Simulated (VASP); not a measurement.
BN, 4 atoms in the cell. Symmetry: P6_3/mmc, No. 194, hexagonal system. Conventional cell: a = 2.356 Å, b = 2.356 Å, c = 7.522 Å, α = 90.00°, β = 90.00°, γ = 120.00°. B (site symmetry -6m2) has 3 N at 1.36 Å within 1.8 Å. N (site symmetry -6m2) has 3 B at 1.36 Å within 1.8 Å.  This cell differs from its parent crystal: ratio of the length along z to the lengths across it x 1.2, volume and fractional coordinates fixed.

- Program: VASP 6.6.1
- Task: single point
- Functional: PBE
- Potentials or basis: VASP PAW PBE potentials, release 64 (B, N)
- Cutoff: 520 eV
- k mesh: 12 × 12 × 4
- Occupations: gaussian, width 0.05 eV
- Spin: no spin polarisation
- Dipole correction: no
- Further INCAR settings: ALGO = Normal; EDIFF = 1e-07; NBANDS = 16

Potentials or basis: VASP PAW PBE potentials, release 64 (B, N).

Command:

```console
$ cat potpaw_PBE.64/B/POTCAR potpaw_PBE.64/N/POTCAR > POTCAR
$ mpirun -np 1 vasp_std > vasp.out
```

Hardware: 1 thread of Intel Xeon 6975P-C, on a shared host.

Q: How long does it take, and how much memory?

A: Wall time 19 s on 1 thread of Intel Xeon 6975P-C (shared host), peak memory 0.16 GiB. Counts: scf iterations 15, k points 57.
